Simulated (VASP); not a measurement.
# Nb4N5 in VASP: relaxation of the atoms with PBEsol

Aim: the relaxation of the atoms of Nb4N5 with PBEsol.

All numbers are computed with VASP 6.6.1; they aren't measurements. Logs are shortened: lines on timing, memory, paths and dates and some standing lists are left out, and cuts for length are marked.

**1. The cell of the first run**

The cell holds a slab with vacuum, 9 atoms: a = 3.097 Å, b = 3.097 Å, c = 25.116 Å, α = 90.00°, β = 90.00°, γ = 120.00°.

**2. Relaxation of the atoms, PBEsol**

File INCAR:

```
SYSTEM = Nb4N5
PREC = Accurate
ENCUT = 520
EDIFF = 1E-7
ISMEAR = 0
SIGMA = 0.1
LREAL = .FALSE.
LASPH = .TRUE.
NELM = 120
ALGO = Normal
ISIF = 2
LWAVE = .FALSE.
LCHARG = .FALSE.
LDIPOL = .TRUE.
IDIPOL = 3
DIPOL = 0.5 0.5 0.500
GGA = PS
IBRION = 2
NSW = 80
EDIFFG = -0.02
GGA_COMPAT = .FALSE.
NELMIN = 4
NELMDL = -8
```

File KPOINTS:

```
Automatic mesh
0
G
  12 12 1
  0 0 0
```

File POSCAR:

```
Nb4N5
1.0
    3.0974787951      0.0000000000      0.0000000000
   -1.5487393975      2.6824953242      0.0000000000
    0.0000000000      0.0000000000     25.1163233826
N Nb
5 4
Direct
    0.6666666667      0.3333333333      0.2986105843
    0.3333333333      0.6666666667      0.3993052921
    0.0000000000      0.0000000000      0.5000000000
    0.6666666667      0.3333333333      0.6006947079
    0.3333333333      0.6666666667      0.7013894157
    0.0000000000      0.0000000000      0.3489579382
    0.6666666667      0.3333333333      0.4496526461
    0.3333333333      0.6666666667      0.5503473539
    0.0000000000      0.0000000000      0.6510420618
```

Potentials or basis: VASP PAW PBE potentials, release 64 (N, Nb_sv).

Run with:

```bash
cat potpaw_PBE.64/N/POTCAR potpaw_PBE.64/Nb_sv/POTCAR > POTCAR
mpirun -np 1 vasp_std > vasp.out
```

OUTCAR:

```text
SYSTEM = Nb4N5
   PREC = Accurate
   ENCUT = 520
   EDIFF = 1E-7
   ISMEAR = 0
   LREAL = .FALSE.
   LASPH = .TRUE.
   NELM = 120
   ISIF = 2
   GGA = PS
   IBRION = 2
   NSW = 80
   EDIFFG = -0.02
   NELMIN = 4
   NELMDL = -8

 ion  position               nearest neighbor table
   1  0.667  0.333  0.299-   6 2.19   6 2.19   6 2.19
   2  0.333  0.667  0.399-   6 2.19   6 2.19   6 2.19   7 2.19   7 2.19   7 2.19
   3  0.000  0.000  0.500-   7 2.19   8 2.19   8 2.19   7 2.19   7 2.19   8 2.19
   4  0.667  0.333  0.601-   9 2.19   9 2.19   9 2.19   8 2.19   8 2.19   8 2.19
   5  0.333  0.667  0.701-   9 2.19   9 2.19   9 2.19
   6  0.000  0.000  0.349-   1 2.19   2 2.19   2 2.19   1 2.19   1 2.19   2 2.19
   7  0.667  0.333  0.450-   3 2.19   3 2.19   3 2.19   2 2.19   2 2.19   2 2.19
   8  0.333  0.667  0.550-   3 2.19   3 2.19   3 2.19   4 2.19   4 2.19   4 2.19
   9  0.000  0.000  0.651-   4 2.19   5 2.19   5 2.19   4 2.19   4 2.19   5 2.19

  LATTYP: Found a hexagonal cell.
 ALAT       =     3.0974787951
 C/A-ratio  =     8.1086344876

  Lattice vectors:

 A1 = (   3.0974787951,   0.0000000000,   0.0000000000)
 A2 = (  -1.5487393975,   2.6824953242,   0.0000000000)
 A3 = (   0.0000000000,   0.0000000000,  25.1163233826)

Analysis of symmetry for initial positions (statically):
=====================================================================
 Subroutine PRICEL returns:
 Original cell was already a primitive cell.

 Routine SETGRP: Setting up the symmetry group for a
 hexagonal supercell.

 Subroutine GETGRP returns: Found 12 space group operations
 (whereof 12 operations were pure point group operations)
 out of a pool of 24 trial point group operations.

The static configuration has the point symmetry D_3d.

Analysis of symmetry for dynamics (positions and initial velocities):
=====================================================================
 Subroutine PRICEL returns:
 Original cell was already a primitive cell.

 Routine SETGRP: Setting up the symmetry group for a
 hexagonal supercell.

 Subroutine GETGRP returns: Found 12 space group operations
 (whereof 12 operations were pure point group operations)
 out of a pool of 24 trial point group operations.

The dynamic configuration has the point symmetry D_3d.

 Subroutine INISYM returns: Found 12 space group operations
 (whereof 12 operations are pure point group operations),
 and found     1 'primitive' translations

----------------------------------------------------------------------------------------

                                     Primitive cell

  volume of cell :     208.6908

  direct lattice vectors                    reciprocal lattice vectors
     3.097478795  0.000000000  0.000000000     0.322843211  0.186393615  0.000000000
    -1.548739397  2.682495324  0.000000000     0.000000000  0.372787229  0.000000000
     0.000000000  0.000000000 25.116323383     0.000000000  0.000000000  0.039814745

  length of vectors
     3.097478795  3.097478795 25.116323383     0.372787229  0.372787229  0.039814745

  position of ions in fractional coordinates (direct lattice)
     0.666666667  0.333333333  0.298610584
     0.333333333  0.666666667  0.399305292
     0.000000000  0.000000000  0.500000000
     0.666666667  0.333333333  0.600694708
     0.333333333  0.666666667  0.701389416
     0.000000000  0.000000000  0.348957938
     0.666666667  0.333333333  0.449652646
     0.333333333  0.666666667  0.550347354
     0.000000000  0.000000000  0.651042062

  ion indices of the primitive-cell ions
   primitive index   ion index
                 1           1
                 2           2
                 3           3
                 4           4
                 5           5
                 6           6
                 7           7
                 8           8
                 9           9

[... 57 lines left out ...]
   ISTART =      0    job   : 0-new  1-cont  2-samecut
   ICHARG =      2    charge: 1-file 2-atom 10-const
   ISPIN  =      1    spin polarized calculation?
   LNONCOLLINEAR =      F non collinear calculations
   LSORBIT =      F    spin-orbit coupling
   LASPH  =      T    aspherical Exc in radial PAW
   ENCUT  =  520.0 eV  38.22 Ry    6.18 a.u.   5.76  5.76 46.70*2*pi/ulx,y,z
   NELM   =    120;   NELMIN=  4; NELMDL= -8     # of ELM steps
   EDIFF  = 0.1E-06   stopping-criterion for ELM
   LREAL  =      F    real-space projection
   EDIFFG = -.2E-01   stopping-criterion for IOM
   NSW    =     80    number of steps for IOM
   IBRION =      2    ionic relax: 0-MD 1-quasi-New 2-CG
   NFREE  =      1    steps in history (QN), initial steepest desc. (CG)
   ISIF   =      2    stress and relaxation
   ISYM   =      2    0-nonsym 1-usesym 2-fastsym
   POTIM  = 0.5000    time-step for ionic-motion
   TEBEG  =    0.0;   TEEND  =   0.0 temperature during run
   PSTRESS=    0.0 pullay stress
   NELECT =      77.0000    total number of electrons
   NUPDOWN=      -1.0000    fix difference up-down
   EMIN   =  10.00;   EMAX   =-10.00  energy-range for DOS
   EFERMI =   0.00;   METHOD = LEGACY
   ISMEAR =     0;   SIGMA  =   0.10  broadening in eV -4-tet -1-fermi 0-gaus
   EFERMI_NEDOS =   21; number of points for ismear=-14 and -15
   IALGO  =     38    algorithm
   IMIX   =      4    mixing-type and parameters
     AMIX     =   0.40;   BMIX     =  1.00
     AMIX_MAG =   1.60;   BMIX_MAG =  1.00
  volume/ion in A,a.u.               =      23.19       156.48
  Fermi-wavevector in a.u.,A,eV,Ry     =   1.174187  2.218892 18.758559  1.378715
  Thomas-Fermi vector in A             =   2.310588
   LORBIT       =      0    0 simple, 1 ext, 2 COOP (PROOUT), +10 PAW based schemes
   GGA     = PS    functional components
   LHFCALC =     F    Hartree Fock is set to
   AEXX    =    0.0000 exact exchange contribution
   IVDW    =     0    specifies the selected vdW correction
   LEPSILON=     F    determine dielectric tensor
   LRPA    =     F    only Hartree local field effects (RPA)
 conjugate gradient relaxation of ions
 non-spin polarized calculation
 Gauss-broadening in eV      SIGMA  =   0.10
  energy-cutoff  :      520.00
  volume of cell :      208.69
 maximum number of plane-waves:      5668
 NGX is ok and might be reduce to    24
   NGX = 11   NGY = 11   NGZ = 93

--------------------------------------- Ionic step        1  -------------------------------------------

 number of electron      77.0000000 magnetization

 Free energy of the ion-electron system (eV)
  ---------------------------------------------------
  ext. energy  EPLUGINS =         0.00000000
  ---------------------------------------------------
  free energy    TOTEN  =       -93.84868336 eV

  energy without entropy =      -93.82533151  energy(sigma->0) =      -93.83700743

------------------------ aborting loop because EDIFF is reached ----------------------------------------

  FORCE on cell =-STRESS in cart. coord.  units (eV):
  Direction    XX          YY          ZZ          XY          YZ          ZX
  --------------------------------------------------------------------------------------
  -------------------------------------------------------------------------------------
  Total       -4.3391041     -4.3391041    -10.0466698     -0.0000000      0.0000000      0.0000000
  in kB      -33.3125035    -33.3125035    -77.1310652     -0.0000000      0.0000000      0.0000000
  external PRESSURE =     -47.9186907 kB  Pullay stress =       0.0000000 kB
[... 110 lines left out ...]
  FREE ENERGIE OF THE ION-ELECTRON SYSTEM (eV)
  ---------------------------------------------------
  free  energy   TOTEN  =       -95.5966350988 eV

  energy  without entropy=      -95.5649729213  energy(sigma->0) =      -95.58080401

[... ionic steps 4 to 14 ...]

--------------------------------------- Ionic step       15  -------------------------------------------

 number of electron      76.9999991 magnetization

------------------------ aborting loop because EDIFF is reached ----------------------------------------
[... 38 lines left out ...]
--------------------------------------- Ionic step       16  -------------------------------------------

 number of electron      76.9999992 magnetization

 dipolmoment           0.000000      0.000000      0.000000 electrons x Angstroem

------------------------ aborting loop because EDIFF is reached ----------------------------------------

  FORCE on cell =-STRESS in cart. coord.  units (eV):
  Direction    XX          YY          ZZ          XY          YZ          ZX
  --------------------------------------------------------------------------------------
  -------------------------------------------------------------------------------------
  Total        0.5308283      0.5308283     -0.2363784      0.0000000      0.0000000     -0.0000000
  in kB        4.0753159      4.0753159     -1.8147421      0.0000000      0.0000000     -0.0000000
  external PRESSURE =       2.1119632 kB  Pullay stress =       0.0000000 kB
[... 30 lines left out ...]
--------------------------------------- Ionic step       17  -------------------------------------------

 number of electron      76.9999991 magnetization

 dipolmoment           0.000000      0.000000     -0.000000 electrons x Angstroem

 Free energy of the ion-electron system (eV)
  ---------------------------------------------------
  ext. energy  EPLUGINS =         0.00000000
  ---------------------------------------------------
  free energy    TOTEN  =       -95.71298547 eV

  energy without entropy =      -95.68661091  energy(sigma->0) =      -95.69979819

 E-fermi :   2.4465     XC(G=0):  -6.4991

 val. band max:        2.4254183772   @ k =   0.2500   0.1667   0.0000
 cond. band min:       2.4673093219   @ k =   0.3333   0.2500   0.0000
 fundamental gap:      0.0418909447
 Fermi energy:         2.4465253027

 k-point     1 :       0.0000    0.0000    0.0000
  band No.  band energies     occupation
      1     -53.7297      2.00000
      2     -53.7270      2.00000
      3     -53.6208      2.00000
      4     -53.5587      2.00000
      5     -30.2831      2.00000
      6     -30.0637      2.00000
[... 920 lines left out ...]
     45       4.6175      0.00000
     46       4.6175      0.00000

------------------------ aborting loop because EDIFF is reached ----------------------------------------

 vacuum level on the upper side and lower side of the slab       (xc-potential included)        -0.008        -0.008

  FORCE on cell =-STRESS in cart. coord.  units (eV):
  Direction    XX          YY          ZZ          XY          YZ          ZX
  --------------------------------------------------------------------------------------
  -------------------------------------------------------------------------------------
  Total        0.5802453      0.5802453     -0.0981230      0.0000000      0.0000000      0.0000000
  in kB        4.4547034      4.4547034     -0.7533171      0.0000000      0.0000000      0.0000000
  external PRESSURE =       2.7186966 kB  Pullay stress =       0.0000000 kB
[... 24 lines left out ...]
  FREE ENERGIE OF THE ION-ELECTRON SYSTEM (eV)
  ---------------------------------------------------
  free  energy   TOTEN  =       -95.7129854680 eV

  energy  without entropy=      -95.6866109120  energy(sigma->0) =      -95.69979819

 reached required accuracy - stopping structural energy minimisation

 vacuum level on the upper side and lower side of the slab         8.215         8.215
```

Wall time 73 min (1 thread of Oxide Virtual Turin-like, shared host); peak memory 0.38 GiB.

Results:

```
Free energy                  : -95.7130 eV
Energy gained by relaxing    : 207.1 meV/atom
Ionic steps                  : 17
Largest force after relaxing : 0.017 eV/Å
Band gap on the k mesh       : zero (an odd number of electrons rules out a gap without spin polarisation)
```

Forces on the atoms (eV/Å):
```
N    0.000  0.000 -0.016
N    0.000  0.000 -0.007
N    0.000  0.000  0.000
N    0.000  0.000  0.007
N    0.000  0.000  0.016
Nb   0.000  0.000  0.017
Nb   0.000  0.000  0.014
Nb   0.000  0.000 -0.014
Nb   0.000  0.000 -0.017
```

Step by step:
| step | energy change (eV) | largest force (eV/Å) | pressure (GPa) |
| --- | --- | --- | --- |
| 1 | 0.0000 | 4.8870 | -4.79 |
| 2 | -1.5278 | 2.4252 | 0.75 |
| 3 | -1.7480 | 0.8686 | -1.50 |
| 4 | -1.7480 | 0.8561 | -1.62 |
| 5 | -1.8302 | 0.3331 | -1.17 |
| 6 | -1.8469 | 0.2970 | -0.77 |
| 7 | -1.8577 | 0.1280 | -0.67 |
| 8 | -1.8586 | 0.1176 | -0.62 |
| 9 | -1.8597 | 0.1177 | -0.39 |
| 10 | -1.8599 | 0.0778 | -0.45 |
| 11 | -1.8610 | 0.0652 | -0.37 |
| 12 | -1.8633 | 0.0416 | -0.12 |
| 13 | -1.8622 | 0.1127 | 0.38 |
| 14 | -1.8638 | 0.0539 | 0.05 |
| 15 | -1.8642 | 0.0379 | 0.27 |
| 16 | -1.8643 | 0.0246 | 0.21 |
| 17 | -1.8643 | 0.0171 | 0.27 |

Final structure:
```cif
data_structure
_symmetry_space_group_name_H-M 'P 1'
_symmetry_Int_Tables_number 1
_cell_length_a 3.0975
_cell_length_b 3.0975
_cell_length_c 25.1163
_cell_angle_alpha 90.000
_cell_angle_beta 90.000
_cell_angle_gamma 120.000
_cell_volume 208.69
loop_
_atom_site_label
_atom_site_type_symbol
_atom_site_fract_x
_atom_site_fract_y
_atom_site_fract_z
_atom_site_occupancy
N1 N 0.66667 0.33333 0.30887 1
N2 N 0.33333 0.66667 0.39825 1
N3 N 0.00000 0.00000 0.50000 1
N4 N 0.66667 0.33333 0.60175 1
N5 N 0.33333 0.66667 0.69113 1
Nb1 Nb 0.00000 0.00000 0.34481 1
Nb2 Nb 0.66667 0.33333 0.44899 1
Nb3 Nb 0.33333 0.66667 0.55101 1
Nb4 Nb 0.00000 0.00000 0.65519 1
```

Caveat: the PAW data sets were made with another functional, which shifts forces and pressure a little; an odd number of electrons without spin polarisation forces a metal; a magnetic or distorted state may lie lower.

The gap in the log of VASP goes by the Fermi energy; the results here count the filled bands.